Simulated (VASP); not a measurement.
SiB6, 7 atoms in the cell. Symmetry: Pm-3m, No. 221, cubic system. The conventional cell has a = 4.132 Å, b = 4.132 Å, c = 4.132 Å, α = 90.00°, β = 90.00°, γ = 90.00°. Si (site symmetry m-3m) has 24 B at 3.04 Å and 6 Si at 4.13 Å within 4.2 Å. Within 2.2 Å of B (site symmetry 4mm) lie 5 B at 1.65 to 1.75 Å. 

```yaml
Program: VASP 6.6.1
Task: single point
Functional: PBE
Potentials_or_basis: VASP PAW PBE potentials, release 64 (Si, B)
Cutoff: 520 eV
k_mesh: 6 × 6 × 6
Occupations: gaussian, width 0.2 eV
Spin: no spin polarisation
Dipole_correction: no
Further_INCAR_settings: ALGO = Normal; EDIFF = 1e-07; NBANDS = 20
```

Potentials or basis: VASP PAW PBE potentials, release 64 (Si, B).

Command:

```sh
$ cat potpaw_PBE.64/Si/POTCAR potpaw_PBE.64/B/POTCAR > POTCAR
$ mpirun -np 1 vasp_std > vasp.out
```

Hardware: 1 thread of Intel Xeon 8259CL (shared host).

Estimate the wall time of this run.

Wall time 44 s on 1 thread of Intel Xeon 8259CL, with other jobs on the host, peak memory 0.17 GiB. Counts: scf iterations 17, k points 20.
